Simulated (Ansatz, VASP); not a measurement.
# Two plane-wave programs on B

```
B
1.0
     2.34611    0.00000    0.00000
     0.00000    2.34611    0.00000
     0.00000    0.00000    1.58579
B
1
Direct
  0.50000 0.50000 0.50000
```

Alike in both runs: task single point; functional r2SCAN50; k mesh 6 × 6 × 8; occupations fermi-dirac, width 0.05 eV; no spin polarisation.

|  | VASP | Ansatz |
| --- | --- | --- |
| version | VASP 6.6.1 | Ansatz 0.2.0 |
| potentials or method | VASP PAW PBE potentials, release 64 (B) | Ansatz PAW |
| plane-wave cutoff (eV) | 520 | 500 |
| valence electrons in the cell | 3 | 3 |

|  | VASP | Ansatz | Ansatz less VASP |
| --- | --- | --- | --- |
| gap on the k mesh at the Fermi level (eV) | none | none | - |
| pressure (GPa) | -4.1 | -3.8 | +0.25 |
| traceless stress, the component that is largest in VASP (GPa) | -6.44 | -6.47 | -0.029 |

VASP's potentials were made for PBE, not for r2SCAN50. A gap of «none» marks a metal or a gap that the smearing closes. The functional is the same, so the differences come from potentials, cutoffs and numerics.

The k mesh is coarse, so the values compare programs but aren't converged.
